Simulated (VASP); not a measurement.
Set up this calculation in VASP 6.6.1, as the native input.

| Property | Result |
| --- | --- |
| Task | single point |
| Functional | PBE |
| Potentials or basis | VASP PAW PBE potentials, release 64 (Re) |
| Cutoff | 520 eV |
| k mesh | 10 × 10 × 10 |
| Occupations | gaussian, width 0.15 eV |
| Spin | no spin polarisation |
| Dipole correction | no |
| Further INCAR settings | ALGO = Fast; EDIFF = 1e-07; NBANDS = 10 |

The structure of Re lies in POSCAR:

```
Re
1.0
    0.0000000000      2.0260513085      1.8279034905
    2.0260513085      0.0000000000      1.8279034905
    2.0260513085      2.0260513085      0.0000000000
Re
1
Direct
    0.0000000000      0.0000000000      0.0000000000
```

This cell differs from its parent crystal: volume 15.007 Å^3 an atom, c/a of the conventional cell 0.9022.

The input as run:

INCAR

```
SYSTEM = Re
ALGO     = Fast           ! electronic algorithm
EDIFF    = 1E-7           ! SCF threshold, eV
ENCUT    = 520            ! plane-wave cutoff, eV
GGA      = PE             ! functional
ISIF     = 2              ! what is computed and relaxed
ISMEAR   = 0              ! smearing method
LASPH    = .True.         ! aspherical terms in the spheres
LCHARG   = .False.        ! write CHGCAR
LREAL    = .False.        ! projectors in reciprocal space
LWAVE    = .False.        ! write WAVECAR
NBANDS   = 10             ! bands
NELM     = 60             ! most SCF steps
PREC     = Accurate       ! precision mode
SIGMA    = 0.15           ! smearing width, eV
```

KPOINTS

```
k-points
0
Gamma
  10 10 10
  0 0 0
```

Potentials or basis: VASP PAW PBE potentials, release 64 (Re).

Run with:

```sh
$ cat potpaw_PBE.64/Re/POTCAR > POTCAR
$ mpirun -np 1 vasp_std > vasp.out
```

It gave:

* Pressure: 0.1 GPa

It took 11 s on 1 thread of Intel(R) Xeon(R) Platinum 8488C (Sapphire Rapids), with other jobs on the host, peak memory 0.14 GiB.
